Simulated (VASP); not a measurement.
# HfTi3O8 (Cmmm) in VASP: single point with PBE

Aim: the single point of HfTi3O8 with PBE.

All numbers are computed with VASP 6.6.1; they aren't measurements. Logs are shortened: lines on timing, memory, paths and dates and some standing lists are left out, and cuts for length are marked.

### 1 The cell of the first run

It takes space group Cmmm (No. 65, orthorhombic). The conventional cell has a = 6.560 Å, b = 6.607 Å, c = 6.053 Å, α = 90.00°, β = 90.00°, γ = 90.00°. Ti (site symmetry mm2) has 6 O at 1.96 to 1.98 Å within 2.6 Å. Within 2.6 Å of Ti (site symmetry mmm) lie 6 O at 1.94 to 2.02 Å. Within 3.0 Å of O (site symmetry m) lie 2 Ti at 1.94 to 1.97 Å and 1 Hf at 2.06 Å and 10 O at 2.62 to 2.92 Å. Within 2.6 Å of O (site symmetry m2m) lie 3 Ti at 1.96 to 2.02 Å and 1 O at 2.57 Å. O (site symmetry m2m) has 2 Ti at 1.98 Å and 1 Hf at 2.07 Å and 1 O at 2.47 Å within 2.6 Å. Hf (site symmetry mmm) has 6 O at 2.06 to 2.07 Å within 2.7 Å.

### 2 Single point, PBE, non-collinear spin, zero start, spin-orbit coupling

INCAR reads:

```
SYSTEM = HfTi3O8
  PREC = Accurate
  ENCUT = 520
  EDIFF = 1E-6
  ISMEAR = 0
  SIGMA = 0.01
  LREAL = .False.
  LASPH = .True.
  NELM = 150
  ALGO = Normal
  ISIF = 2
  LWAVE = .False.
  LCHARG = .True.
  MAGMOM = 0 0 0 0 0 0 0 0 0 0 0 0 0 0 0 0 0 0 0 0 0 0 0 0 0 0 0 0 0 0 0 0 0 0 0 0
  LORBIT = 11
  LSORBIT = .True.
  GGA_COMPAT = .False.
  LORBMOM = .True.
  LMAXMIX = 4
  GGA = PE
  LVHAR = .True.
  NBANDS = 116
  KPAR = 8
```

KPOINTS reads:

```
Automatic mesh
0
Gamma
  6 6 4
  0 0 0
```

POSCAR reads:

```
HfTi3O8
1.0
    3.2798867935     -3.3033057611      0.0000000000
    3.2798867935      3.3033057611      0.0000000000
    0.0000000000      0.0000000000      6.0534624463
Ti O Hf
3 8 1
Direct
    0.5000000000      0.5000000000      0.2446299179
    0.0000000000      0.0000000000      0.0000000000
    0.5000000000      0.5000000000      0.7553700821
    0.1998449353      0.1998449353      0.2365565294
    0.8001550647      0.8001550647      0.2365565294
    0.6946327190      0.3053672810      0.0000000000
    0.3053672810      0.6946327190      0.0000000000
    0.1998449353      0.1998449353      0.7634434706
    0.8001550647      0.8001550647      0.7634434706
    0.6867176150      0.3132823850      0.5000000000
    0.3132823850      0.6867176150      0.5000000000
    0.0000000000      0.0000000000      0.5000000000
```

Potentials or basis: VASP PAW PBE potentials, release 64 (Ti_sv, O, Hf_pv).

Launch:

```sh
> cat potpaw_PBE.64/Ti_sv/POTCAR potpaw_PBE.64/O/POTCAR potpaw_PBE.64/Hf_pv/POTCAR > POTCAR
> mpirun -np 8 vasp_ncl > vasp.out
```

OUTCAR:

```text
SYSTEM = HfTi3O8
   PREC = Accurate
   ENCUT = 520
   EDIFF = 1E-6
   ISMEAR = 0
   LREAL = .False.
   LASPH = .True.
   NELM = 150
   ISIF = 2
   LORBIT = 11
   LSORBIT = .True.
   GGA = PE

 ion  position               nearest neighbor table
   1  0.500  0.500  0.245-   6 1.96   7 1.96   4 1.97   5 1.97  10 1.98  11 1.98
   2  0.000  0.000  0.000-   4 1.94   5 1.94   8 1.94   9 1.94   6 2.02   7 2.02  12 3.03  12 3.03

   3  0.500  0.500  0.755-   6 1.96   7 1.96   8 1.97   9 1.97  10 1.98  11 1.98
   4  0.200  0.200  0.237-   2 1.94   1 1.97  12 2.06
   5  0.800  0.800  0.237-   2 1.94   1 1.97  12 2.06
   6  0.695  0.305  0.000-   1 1.96   3 1.96   2 2.02
   7  0.305  0.695  0.000-   1 1.96   3 1.96   2 2.02
   8  0.200  0.200  0.763-   2 1.94   3 1.97  12 2.06
   9  0.800  0.800  0.763-   2 1.94   3 1.97  12 2.06
  10  0.687  0.313  0.500-   1 1.98   3 1.98  12 2.07
  11  0.313  0.687  0.500-   1 1.98   3 1.98  12 2.07
  12  0.000  0.000  0.500-   4 2.06   5 2.06   8 2.06   9 2.06  10 2.07  11 2.07   2 3.03   2 3.03

  LATTYP: Found a base centered orthorhombic cell.
 ALAT       =     6.5597735870
 B/A-ratio  =     1.0071401756
 C/A-ratio  =     0.9228157597

  Lattice vectors:

 A1 = (   3.2798867935,  -3.3033057611,   0.0000000000)
 A2 = (   3.2798867935,   3.3033057611,   0.0000000000)
 A3 = (   0.0000000000,   0.0000000000,   6.0534624463)

Analysis of symmetry for initial positions (statically):
=====================================================================
 Subroutine PRICEL returns:
 Original cell was already a primitive cell.

 Routine SETGRP: Setting up the symmetry group for a
 base centered orthorhombic supercell.

 Subroutine GETGRP returns: Found  8 space group operations
 (whereof  8 operations were pure point group operations)
 out of a pool of  8 trial point group operations.

The static configuration has the point symmetry D_2h.

Analysis of symmetry for dynamics (positions and initial velocities):
=====================================================================
 Subroutine PRICEL returns:
 Original cell was already a primitive cell.

 Routine SETGRP: Setting up the symmetry group for a
 base centered orthorhombic supercell.

 Subroutine GETGRP returns: Found  8 space group operations
 (whereof  8 operations were pure point group operations)
 out of a pool of  8 trial point group operations.

The dynamic configuration has the point symmetry D_2h.

Analysis of structural, dynamic, and magnetic symmetry:
=====================================================================
 Subroutine PRICEL returns:
 Original cell was already a primitive cell.

 Routine SETGRP: Setting up the symmetry group for a
 base centered orthorhombic supercell.

 Subroutine GETGRP returns: Found  8 space group operations
 (whereof  8 operations were pure point group operations)
 out of a pool of  8 trial point group operations.

The overall configuration has the point symmetry D_2h.

 Subroutine INISYM returns: Found  8 space group operations
 (whereof  8 operations are pure point group operations),
 and found     1 'primitive' translations

----------------------------------------------------------------------------------------

                                     Primitive cell

  volume of cell :     131.1721

  direct lattice vectors                    reciprocal lattice vectors
     3.279886793 -3.303305761  0.000000000     0.152444286 -0.151363524  0.000000000
     3.279886793  3.303305761  0.000000000     0.152444286  0.151363524  0.000000000
     0.000000000  0.000000000  6.053462446     0.000000000  0.000000000  0.165194714

  length of vectors
     4.655049552  4.655049552  6.053462446     0.214825922  0.214825922  0.165194714

  position of ions in fractional coordinates (direct lattice)
     0.500000000  0.500000000  0.244629918
     0.000000000  0.000000000  0.000000000
     0.500000000  0.500000000  0.755370082
     0.199844935  0.199844935  0.236556529
     0.800155065  0.800155065  0.236556529
     0.694632719  0.305367281  0.000000000
     0.305367281  0.694632719  0.000000000
     0.199844935  0.199844935  0.763443471
     0.800155065  0.800155065  0.763443471
     0.686717615  0.313282385  0.500000000
     0.313282385  0.686717615  0.500000000
     0.000000000  0.000000000  0.500000000

  ion indices of the primitive-cell ions
   primitive index   ion index
                 1           1
                 2           2
                 3           3
                 4           4
                 5           5
                 6           6
                 7           7
                 8           8
                 9           9
                10          10
                11          11
                12          12
[... 2759 lines left out ...]
  external PRESSURE =      48.8958035 kB  Pullay stress =       0.0000000 kB

 VOLUME and BASIS-vectors are now :
 -----------------------------------------------------------------------------
  energy-cutoff  :      520.00
  volume of cell :      131.17
      direct lattice vectors                 reciprocal lattice vectors
     3.279886793 -3.303305761  0.000000000     0.152444286 -0.151363524  0.000000000
     3.279886793  3.303305761  0.000000000     0.152444286  0.151363524  0.000000000
     0.000000000  0.000000000  6.053462446     0.000000000  0.000000000  0.165194714

 POSITION                                       TOTAL-FORCE (eV/Angst)
 -----------------------------------------------------------------------------------
      3.27989      0.00000      1.48086        -0.000000     -0.000000      0.015834
      0.00000      0.00000      0.00000        -0.000000     -0.000000     -0.000000
      3.27989      0.00000      4.57260         0.000000     -0.000000     -0.015834
      1.31094      0.00000      1.43199        -0.031714     -0.000000      0.093117
      5.24884      0.00000      1.43199         0.031714     -0.000000      0.093117
      3.27989     -1.28586      0.00000         0.000000     -0.066709     -0.000000
      3.27989      1.28586      0.00000         0.000000      0.066709     -0.000000
      1.31094      0.00000      4.62148        -0.031714     -0.000000     -0.093117
      5.24884      0.00000      4.62148         0.031714     -0.000000     -0.093117
      3.27989     -1.23357      3.02673         0.000000     -0.195447     -0.000000
      3.27989      1.23357      3.02673         0.000000      0.195447      0.000000
      0.00000      0.00000      3.02673         0.000000     -0.000000     -0.000000
 -----------------------------------------------------------------------------------
    total drift:                                0.000000      0.000000      0.000000

  FREE ENERGIE OF THE ION-ELECTRON SYSTEM (eV)
  ---------------------------------------------------
  free  energy   TOTEN  =      -111.3559315607 eV

  energy  without entropy=     -111.3559315607  energy(sigma->0) =     -111.35593156

 orbital moment (x)

 # of ion     p       d       tot
 ----------------------------------------
  1         0.000   0.000   0.000
  2         0.000   0.000   0.000
  3         0.000  -0.000  -0.000
  4         0.000   0.000   0.000
  5         0.000   0.000   0.000
  6         0.000   0.000   0.000
  7         0.000   0.000   0.000
  8        -0.000   0.000  -0.000
  9         0.000   0.000   0.000
 10         0.000   0.000   0.000
 11         0.000   0.000   0.000
 12         0.000   0.000   0.000
 ----------------------------------------
            0.000   0.000   0.000

 orbital moment (y)

 # of ion     p       d       tot
 ----------------------------------------
  1         0.000   0.000   0.000
  2         0.000   0.000   0.000
  3         0.000   0.000   0.000
  4         0.000   0.000   0.000
  5        -0.000   0.000  -0.000
  6         0.000   0.000   0.000
  7         0.000   0.000   0.000
  8        -0.000   0.000  -0.000
  9         0.000   0.000   0.000
 10         0.000   0.000   0.000
 11         0.000   0.000   0.000
 12         0.000   0.000   0.000
 ----------------------------------------
            0.000   0.000   0.000

 orbital moment (z)

 # of ion     p       d       tot
 ----------------------------------------
  1         0.000   0.000   0.000
  2         0.000   0.000   0.000
  3         0.000   0.000   0.000
  4         0.000   0.000   0.000
  5         0.000   0.000   0.000
  6        -0.000   0.000  -0.000
  7         0.000   0.000   0.000
  8         0.000   0.000   0.000
  9         0.000   0.000   0.000
 10         0.000   0.000   0.000
 11         0.000   0.000   0.000
 12         0.000   0.000   0.000
 ----------------------------------------
           -0.000   0.000  -0.000

 Spin-Orbit-Coupling matrix elements

 Ion:    1  E_soc:     -0.0098628
 l=   1
     0.0000000    -0.0015962    -0.0016014
    -0.0015962     0.0000000    -0.0015934
    -0.0016014    -0.0015934     0.0000000
 l=   2
     0.0000000    -0.0000142     0.0000000    -0.0000071    -0.0000354
    -0.0000142     0.0000000    -0.0000280    -0.0000107    -0.0000095
     0.0000000    -0.0000280     0.0000000    -0.0000197     0.0000000
    -0.0000071    -0.0000107    -0.0000197     0.0000000    -0.0000157
    -0.0000354    -0.0000095     0.0000000    -0.0000157     0.0000000
 l=   3
     0.0000000     0.0000000     0.0000000     0.0000000     0.0000000     0.0000000     0.0000000
     0.0000000     0.0000000     0.0000000     0.0000000     0.0000000     0.0000000     0.0000000
     0.0000000     0.0000000     0.0000000     0.0000000     0.0000000     0.0000000     0.0000000
     0.0000000     0.0000000     0.0000000     0.0000000     0.0000000     0.0000000     0.0000000
[... 209 lines left out ...]
 l=   2
     0.0000000    -0.0005952     0.0000000    -0.0008760    -0.0030085
    -0.0005952     0.0000000    -0.0020133    -0.0008504    -0.0009701
     0.0000000    -0.0020133     0.0000000    -0.0024342     0.0000000
    -0.0008760    -0.0008504    -0.0024342     0.0000000    -0.0008195
    -0.0030085    -0.0009701     0.0000000    -0.0008195     0.0000000
 l=   3
     0.0000000     0.0000000     0.0000000     0.0000000     0.0000000     0.0000000     0.0000000
     0.0000000     0.0000000     0.0000000     0.0000000     0.0000000     0.0000000     0.0000000
     0.0000000     0.0000000     0.0000000     0.0000000     0.0000000     0.0000000     0.0000000
     0.0000000     0.0000000     0.0000000     0.0000000     0.0000000     0.0000000     0.0000000
     0.0000000     0.0000000     0.0000000     0.0000000     0.0000000     0.0000000     0.0000000
     0.0000000     0.0000000     0.0000000     0.0000000     0.0000000     0.0000000     0.0000000
     0.0000000     0.0000000     0.0000000     0.0000000     0.0000000     0.0000000     0.0000000

 total charge

# of ion       s       p       d       tot
------------------------------------------
    1        2.217   6.289   1.692  10.198
    2        2.220   6.299   1.711  10.230
    3        2.217   6.289   1.692  10.198
    4        1.570   3.522   0.000   5.092
    5        1.570   3.522   0.000   5.092
    6        1.571   3.487   0.000   5.058
    7        1.571   3.487   0.000   5.058
    8        1.570   3.522   0.000   5.092
    9        1.570   3.522   0.000   5.092
   10        1.568   3.517   0.000   5.086
   11        1.568   3.517   0.000   5.086
   12        0.336   6.772   1.521   8.629
--------------------------------------------------
tot         19.551  53.744   6.615  79.910

 magnetization (x)

# of ion       s       p       d       tot
------------------------------------------
    1        0.000   0.000   0.000   0.000
    2        0.000   0.000   0.000   0.000
    3        0.000   0.000   0.000   0.000
    4        0.000   0.000   0.000   0.000
    5        0.000   0.000   0.000   0.000
    6        0.000   0.000   0.000   0.000
    7        0.000   0.000   0.000   0.000
    8        0.000   0.000   0.000   0.000
    9        0.000   0.000   0.000   0.000
   10        0.000   0.000   0.000   0.000
   11        0.000   0.000   0.000   0.000
   12        0.000   0.000   0.000   0.000
--------------------------------------------------
tot          0.000   0.000   0.000   0.000

 magnetization (y)

# of ion       s       p       d       tot
------------------------------------------
    1        0.000   0.000   0.000   0.000
    2        0.000   0.000   0.000   0.000
    3        0.000   0.000   0.000   0.000
    4        0.000   0.000   0.000   0.000
    5       -0.000  -0.000   0.000  -0.000
    6        0.000   0.000   0.000   0.000
    7        0.000   0.000   0.000   0.000
    8       -0.000  -0.000   0.000  -0.000
    9        0.000   0.000   0.000   0.000
   10        0.000   0.000   0.000   0.000
   11        0.000   0.000   0.000   0.000
   12        0.000   0.000   0.000   0.000
--------------------------------------------------
tot         -0.000   0.000   0.000  -0.000

 magnetization (z)

# of ion       s       p       d       tot
------------------------------------------
    1        0.000   0.000   0.000   0.000
    2        0.000  -0.000   0.000  -0.000
    3        0.000   0.000   0.000   0.000
    4        0.000   0.000   0.000   0.000
    5        0.000   0.000   0.000   0.000
    6        0.000   0.000   0.000   0.000
    7        0.000   0.000   0.000   0.000
    8        0.000   0.000   0.000   0.000
    9        0.000   0.000   0.000   0.000
   10        0.000   0.000   0.000   0.000
   11        0.000   0.000   0.000   0.000
   12       -0.000   0.000   0.000   0.000
--------------------------------------------------
tot          0.000  -0.000   0.000   0.000
```

Wall time 4.7 min (8 MPI ranks of AMD EPYC 7R43 (Zen 3), shared host); peak memory 1 GiB.

What came out:

```
Free energy                                           : -111.3559 eV
Pressure                                              : 4.9 GPa
Largest force                                         : 0.195 eV/Å
Net moment                                            : 0.00 μB per cell
Valence electrons inside the program's atomic spheres : Ti 10.20, 10.23 (each value once); O 5.09, 5.06 (each value once); Hf 8.63
```

Forces in eV/Å, atoms in the order of the input:
```
Ti   0.000  0.000  0.016
Ti   0.000  0.000  0.000
Ti   0.000  0.000 -0.016
O   -0.032  0.000  0.093
O    0.032  0.000  0.093
O    0.000 -0.067  0.000
O    0.000  0.067  0.000
O   -0.032  0.000 -0.093
O    0.032  0.000 -0.093
O    0.000 -0.195  0.000
O    0.000  0.195  0.000
Hf   0.000  0.000  0.000
```

Moments on the atoms (μB; x, y, z):
```
Ti  0.00 0.00 0.00
Ti  0.00 0.00 0.00
Ti  0.00 0.00 0.00
O   0.00 0.00 0.00
O   0.00 0.00 0.00
O   0.00 0.00 0.00
O   0.00 0.00 0.00
O   0.00 0.00 0.00
O   0.00 0.00 0.00
O   0.00 0.00 0.00
O   0.00 0.00 0.00
Hf  0.00 0.00 0.00
```

Caveat: the cell stands under pressure.
